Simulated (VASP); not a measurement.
# MoS2 (P6_3/mmc) in VASP: further runs

The runs below take MoS2 through single point, with PBEsol.

Program: VASP 6.6.1. These are calculated values, not measurements. Logs are shortened: lines on timing, memory, paths and dates and some standing lists are left out, and cuts for length are marked.

## Step 1: The cell of the first run

The structure is hexagonal, space group P6_3/mmc (No. 194). Conventional cell: a = 3.079 Å, b = 3.079 Å, c = 12.947 Å, α = 90.00°, β = 90.00°, γ = 120.00°. Within 3.2 Å of Mo (site symmetry -6m2) lie 6 S at 2.40 Å and 6 Mo at 3.08 Å. S (site symmetry 3m) has 3 Mo at 2.40 Å and 7 S at 3.08 to 3.21 Å within 3.3 Å.

## Step 2: Single point, PBEsol

File INCAR:

```
SYSTEM = MoS2
ALGO = Normal ; EDIFF = 1E-7
ENCUT = 520 ; GGA = PS
ISIF = 2 ; ISMEAR = 1
LASPH = .True. ; LCHARG = .True.
LELF = .True. ; LREAL = .False.
LVHAR = .True. ; LWAVE = .False.
NBANDS = 35 ; NELM = 80
PREC = Accurate ; SIGMA = 0.172
```

File KPOINTS:

```
k-points
0
Gamma
  12 12 2
  0 0 0
```

File POSCAR:

```
MoS2
1.0
    3.0788000000      0.0000000000      0.0000000000
   -1.5394000000      2.6663190132      0.0000000000
    0.0000000000      0.0000000000     12.9474000000
Mo S
2 4
Direct
    0.3333333333      0.6666666667      0.2500000000
    0.6666666667      0.3333333333      0.7500000000
    0.3333333333      0.6666666667      0.6259932117
    0.6666666667      0.3333333333      0.1259932117
    0.3333333333      0.6666666667      0.8740067883
    0.6666666667      0.3333333333      0.3740067883
```

Potentials or basis: VASP PAW PBE potentials, release 64 (Mo_sv, S).

Launch:

```bash
$ cat potpaw_PBE.64/Mo_sv/POTCAR potpaw_PBE.64/S/POTCAR > POTCAR
$ mpirun -np 1 vasp_std > vasp.out
```

OUTCAR:

```text
SYSTEM = MoS2
   EDIFF = 1E-7
   ENCUT = 520
   GGA = PS
   ISIF = 2
   ISMEAR = 1
   LASPH = .True.
   LREAL = .False.
   NELM = 80
   PREC = Accurate

 ion  position               nearest neighbor table
   1  0.333  0.667  0.250-   4 2.40   6 2.40   4 2.40   6 2.40   4 2.40   6 2.40
   2  0.667  0.333  0.750-   3 2.40   5 2.40   3 2.40   5 2.40   3 2.40   5 2.40
   3  0.333  0.667  0.626-   2 2.40   2 2.40   2 2.40
   4  0.667  0.333  0.126-   1 2.40   1 2.40   1 2.40
   5  0.333  0.667  0.874-   2 2.40   2 2.40   2 2.40
   6  0.667  0.333  0.374-   1 2.40   1 2.40   1 2.40

  LATTYP: Found a hexagonal cell.
 ALAT       =     3.0788000000
 C/A-ratio  =     4.2053397428

  Lattice vectors:

 A1 = (   3.0788000000,   0.0000000000,   0.0000000000)
 A2 = (  -1.5394000000,   2.6663190132,   0.0000000000)
 A3 = (   0.0000000000,   0.0000000000,  12.9474000000)

Analysis of symmetry for initial positions (statically):
=====================================================================
 Subroutine PRICEL returns:
 Original cell was already a primitive cell.

 Routine SETGRP: Setting up the symmetry group for a
 hexagonal supercell.

 Subroutine GETGRP returns: Found 24 space group operations
 (whereof 12 operations were pure point group operations)
 out of a pool of 24 trial point group operations.

The static configuration has the point symmetry D_3d.
 The point group associated with its full space group is D_6h.

Analysis of symmetry for dynamics (positions and initial velocities):
=====================================================================
 Subroutine PRICEL returns:
 Original cell was already a primitive cell.

 Routine SETGRP: Setting up the symmetry group for a
 hexagonal supercell.

 Subroutine GETGRP returns: Found 24 space group operations
 (whereof 12 operations were pure point group operations)
 out of a pool of 24 trial point group operations.

The dynamic configuration has the point symmetry D_3d.
 The point group associated with its full space group is D_6h.

 Subroutine INISYM returns: Found 24 space group operations
 (whereof 12 operations are pure point group operations),
 and found     1 'primitive' translations

----------------------------------------------------------------------------------------

                                     Primitive cell

  volume of cell :     106.2860

[... 94 lines left out ...]
   ENCUT  =  520.0 eV  38.22 Ry    6.18 a.u.   5.72  5.72 24.07*2*pi/ulx,y,z
   NELM   =     80;   NELMIN=  2; NELMDL= -5     # of ELM steps
   EDIFF  = 0.1E-06   stopping-criterion for ELM
   LREAL  =      F    real-space projection
   EDIFFG = 0.1E-05   stopping-criterion for IOM
   NSW    =      0    number of steps for IOM
   IBRION =     -1    ionic relax: 0-MD 1-quasi-New 2-CG
   NFREE  =      0    steps in history (QN), initial steepest desc. (CG)
   ISIF   =      2    stress and relaxation
   ISYM   =      2    0-nonsym 1-usesym 2-fastsym
   POTIM  = 0.5000    time-step for ionic-motion
   TEBEG  =    0.0;   TEEND  =   0.0 temperature during run
   PSTRESS=    0.0 pullay stress
   NELECT =      52.0000    total number of electrons
   NUPDOWN=      -1.0000    fix difference up-down
   EMIN   =  10.00;   EMAX   =-10.00  energy-range for DOS
   EFERMI =   0.00;   METHOD = LEGACY
   ISMEAR =     1;   SIGMA  =   0.17  broadening in eV -4-tet -1-fermi 0-gaus
   EFERMI_NEDOS =   21; number of points for ismear=-14 and -15
   IALGO  =     38    algorithm
   IMIX   =      4    mixing-type and parameters
     AMIX     =   0.40;   BMIX     =  1.00
     AMIX_MAG =   1.60;   BMIX_MAG =  1.00
  volume/ion in A,a.u.               =      17.71       119.54
  Fermi-wavevector in a.u.,A,eV,Ry     =   1.289983  2.437714 22.640849  1.664055
  Thomas-Fermi vector in A             =   2.421842
   LORBIT       =      0    0 simple, 1 ext, 2 COOP (PROOUT), +10 PAW based schemes
   GGA     = PS    functional components
   LHFCALC =     F    Hartree Fock is set to
   AEXX    =    0.0000 exact exchange contribution
   IVDW    =     0    specifies the selected vdW correction
   LEPSILON=     F    determine dielectric tensor
   LRPA    =     F    only Hartree local field effects (RPA)
 non-spin polarized calculation
 Methfessel and Paxton  Order N= 1 SIGMA  =   0.17
  energy-cutoff  :      520.00
  volume of cell :      106.29
 maximum number of plane-waves:      2896
 NGX is ok and might be reduce to    24

 number of electron      52.0000001 magnetization

 Free energy of the ion-electron system (eV)
  ---------------------------------------------------
  ext. energy  EPLUGINS =         0.00000000
  ---------------------------------------------------
  free energy    TOTEN  =       -46.80377069 eV

  energy without entropy =      -46.80525514  energy(sigma->0) =      -46.80426550

 E-fermi :   7.0464     XC(G=0): -10.9681

 val. band max:        7.0286272779   @ k =   0.0000   0.0000   0.0000
 cond. band min:       8.2225981462   @ k =   0.1667   0.1667   0.0000
 fundamental gap:      1.1939708683
 Fermi energy:         7.0463563078

 k-point     1 :       0.0000    0.0000    0.0000
  band No.  band energies     occupation
      1     -53.8376      2.00000
      2     -53.8376      2.00000
      3     -28.0853      2.00000
      4     -28.0852      2.00000
      5     -27.7301      2.00000
      6     -27.7301      2.00000
[... 901 lines left out ...]
     34      11.1050      0.00000
     35      14.2111      0.00000

 [... further k-points ...]
[... 5 lines left out ...]
  --------------------------------------------------------------------------------------
  -------------------------------------------------------------------------------------
  Total        2.8007580      2.8007580     -3.1186169      0.0000000     -0.0000000      0.0000000
  in kB       42.2192020     42.2192020    -47.0106726      0.0000000     -0.0000000      0.0000000
  external PRESSURE =      12.4759105 kB  Pullay stress =       0.0000000 kB

 VOLUME and BASIS-vectors are now :
 -----------------------------------------------------------------------------
  energy-cutoff  :      520.00
  volume of cell :      106.29
      direct lattice vectors                 reciprocal lattice vectors
     3.078800000  0.000000000  0.000000000     0.324801871  0.187524448  0.000000000
    -1.539400000  2.666319013  0.000000000     0.000000000  0.375048895  0.000000000
     0.000000000  0.000000000 12.947400000     0.000000000  0.000000000  0.077235584

 POSITION                                       TOTAL-FORCE (eV/Angst)
 -----------------------------------------------------------------------------------
     -0.00000      1.77755      3.23685         0.000000     -0.000000      0.000000
      1.53940      0.88877      9.71055        -0.000000      0.000000      0.000000
     -0.00000      1.77755      8.10498         0.000000     -0.000000      0.451188
      1.53940      0.88877      1.63128        -0.000000      0.000000      0.451188
     -0.00000      1.77755     11.31612         0.000000     -0.000000     -0.451188
      1.53940      0.88877      4.84242        -0.000000      0.000000     -0.451188
 -----------------------------------------------------------------------------------
    total drift:                               -0.000000      0.000000     -0.000000

  FREE ENERGIE OF THE ION-ELECTRON SYSTEM (eV)
  ---------------------------------------------------
  free  energy   TOTEN  =       -46.8037706868 eV

  energy  without entropy=      -46.8052551396  energy(sigma->0) =      -46.80426550
```

Run time: 1.8 min. Hardware: 1 thread of Intel Xeon Platinum 8259CL at 2.50GHz (Skylake/Cascade Lake), shared host; peak memory 0.28 GiB.

Results:

| Quantity | Value |
| --- | --- |
| Free energy | -46.8038 eV |
| Pressure | 1.2 GPa |
| Largest force | 0.451 eV/Å |
| Band gap on the k mesh | 1.19 eV (least direct gap 2.04 eV) |

Forces on the atoms (eV/Å):
```
Mo   0.000  0.000  0.000
Mo   0.000  0.000  0.000
S    0.000  0.000  0.451
S    0.000  0.000  0.451
S    0.000  0.000 -0.451
S    0.000  0.000 -0.451
```

Stress tensor (GPa, compression positive):
```
 4.22  0.00  0.00
 0.00  4.22  0.00
 0.00  0.00 -4.70
```

Levels at points of the mesh, in eV from the valence-band top:
```tsv
k point	band 22	band 23	band 24	band 25	band 26	band 27	band 28	band 29	band 30	band 31
(0.00, 0.00, 0.00)	-1.38	-1.38	-1.36	-1.10	0.00	2.83	2.83	2.85	2.85	2.94
(0.50, 0.00, 0.00)	-2.34	-0.95	-0.94	-0.92	-0.79	2.47	2.49	2.66	2.98	3.36
(0.00, 0.00, 0.50)	-1.39	-1.39	-1.39	-0.31	-0.31	2.83	2.83	2.83	2.83	2.99
(0.50, 0.00, 0.50)	-2.43	-0.95	-0.95	-0.86	-0.86	2.48	2.48	2.82	2.82	3.69
```

Caveat: the PAW data sets were made with another functional, which shifts forces and pressure a little; this functional lacks dispersion, which binds the layers, so the pressure and a relaxed spacing across them are unreliable.

## Step 3: Single point, PBEsol

This run uses another cell than the first one, of the same volume but with other edges.

File INCAR:

```
SYSTEM = MoS2
PREC = Accurate
ENCUT = 520
EDIFF = 1E-6
ISMEAR = 1
SIGMA = 0.136
LREAL = .False.
LASPH = .True.
NELM = 80
ALGO = Normal
ISIF = 2
LWAVE = .False.
LCHARG = .False.
GGA = PS
NBANDS = 35
```

File KPOINTS:

```
Automatic mesh
0
Gamma
  12 12 2
  0 0 0
```

Changes to POSCAR since step 2:

```diff
@@ -2,5 +2,5 @@
 1.0
-    3.0788000000      0.0000000000      0.0000000000
-   -1.5394000000      2.6663190132      0.0000000000
-    0.0000000000      0.0000000000     12.9474000000
+    3.1416453610      0.0000000000      0.0000000000
+   -1.5708226805      2.7207446923      0.0000000000
+    0.0000000000      0.0000000000     12.4446000000
 Mo S
```

Potentials or basis: VASP PAW PBE potentials, release 64 (Mo_sv, S).

Launch:

```bash
$ cat potpaw_PBE.64/Mo_sv/POTCAR potpaw_PBE.64/S/POTCAR > POTCAR
$ mpirun -np 1 vasp_std > vasp.out
```

Wall time 99 s (1 thread of Intel Xeon Platinum 8259CL at 2.50GHz (Skylake/Cascade Lake), shared host); peak memory 0.28 GiB.

The run converged. Its results:

```yaml
Free_energy: -46.8952 eV
Pressure: 1.7 GPa
Largest_force: 0.306 eV/Å
Band_gap_on_the_k_mesh: 0.95 eV (least direct gap 1.71 eV)
```

Forces on the atoms (eV/Å):
```
Mo   0.000  0.000  0.000
Mo   0.000  0.000  0.000
S    0.000  0.000 -0.306
S    0.000  0.000 -0.306
S    0.000  0.000  0.306
S    0.000  0.000  0.306
```

Stress tensor (GPa, compression positive):
```
1.01 0.00 0.00
0.00 1.01 0.00
0.00 0.00 2.97
```

Levels at points of the mesh, in eV from the valence-band top:
| k point | band 22 | band 23 | band 24 | band 25 | band 26 | band 27 | band 28 | band 29 | band 30 | band 31 |
| --- | --- | --- | --- | --- | --- | --- | --- | --- | --- | --- |
| (0.00, 0.00, 0.00) | -2.19 | -2.19 | -1.30 | -1.17 | 0.00 | 2.21 | 2.21 | 2.23 | 2.23 | 2.46 |
| (0.50, 0.00, 0.00) | -2.50 | -1.70 | -1.54 | -1.42 | -1.31 | 1.69 | 1.73 | 2.11 | 2.37 | 2.97 |
| (0.00, 0.00, 0.50) | -2.21 | -2.21 | -2.21 | -0.29 | -0.29 | 2.21 | 2.21 | 2.21 | 2.21 | 2.53 |
| (0.50, 0.00, 0.50) | -2.62 | -1.62 | -1.62 | -1.36 | -1.36 | 1.71 | 1.71 | 2.25 | 2.25 | 3.30 |

Caveat: the PAW data sets were made with another functional, which shifts forces and pressure a little; this functional lacks dispersion, which binds the layers, so the pressure and a relaxed spacing across them are unreliable. A k mesh can miss the band edges.
